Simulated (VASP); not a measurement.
Write the native input for VASP 6.6.1 that does the following.

* Task: single point
* Functional: PBE
* Potentials or basis: VASP PAW PBE potentials, release 64 (Al, In_d, Sb)
* Cutoff: 520 eV
* k mesh: 12 × 12 × 4
* Occupations: gaussian, width 0.02 eV
* Spin: no spin polarisation
* Dipole correction: no
* Further INCAR settings: ALGO = Normal; EDIFF = 1e-06; NBANDS = 26

The structure of Al2InSb3 lies in POSCAR:

```
Al2InSb3
1.0
    4.4933264382      0.0000000000      0.0000000000
   -2.2466632191      3.8913348430      0.0000000000
    0.0000000000      0.0000000000     11.0271844684
Al In Sb
2 1 3
Direct
    0.3333333333      0.6666666667      0.4110926452
    0.6666666667      0.3333333333      0.0882312317
    0.0000000000      0.0000000000      0.7516653650
    0.0000000000      0.0000000000      0.0111339121
    0.3333333333      0.6666666667      0.6545421322
    0.6666666667      0.3333333333      0.3333347138
```

These files were run (other wordings do the same):

INCAR

```
ALGO = Normal
EDIFF = 1E-6
ENCUT = 520
GGA = PE
ISIF = 2
ISMEAR = 0
LASPH = True
LCHARG = True
LELF = True
LREAL = False
LVHAR = True
LWAVE = False
NBANDS = 26
NELM = 60
PREC = Accurate
SIGMA = 0.02
```

KPOINTS

```
k-points
0
Gamma
  12 12 4
```

Potentials or basis: VASP PAW PBE potentials, release 64 (Al, In_d, Sb).

The run is started by

```bash
$ cat potpaw_PBE.64/Al/POTCAR potpaw_PBE.64/In_d/POTCAR potpaw_PBE.64/Sb/POTCAR > POTCAR
$ mpirun -np 1 vasp_std > vasp.out
```

Results of the run:

```yaml
Pressure: 0.1 GPa
Largest_force: 0.018 eV/Å
Band_gap_on_the_k_mesh: 0.45 eV
```

Caveat: semilocal functionals underestimate gaps, and a narrow one can read as zero; spin-orbit coupling is left out, which moves the levels of the heavy elements.

It took 5.6 min on 1 thread of Intel(R) Xeon(R) Platinum 8259CL CPU @ 2.50GHz (Skylake/Cascade Lake) (shared host), peak memory 0.54 GiB.
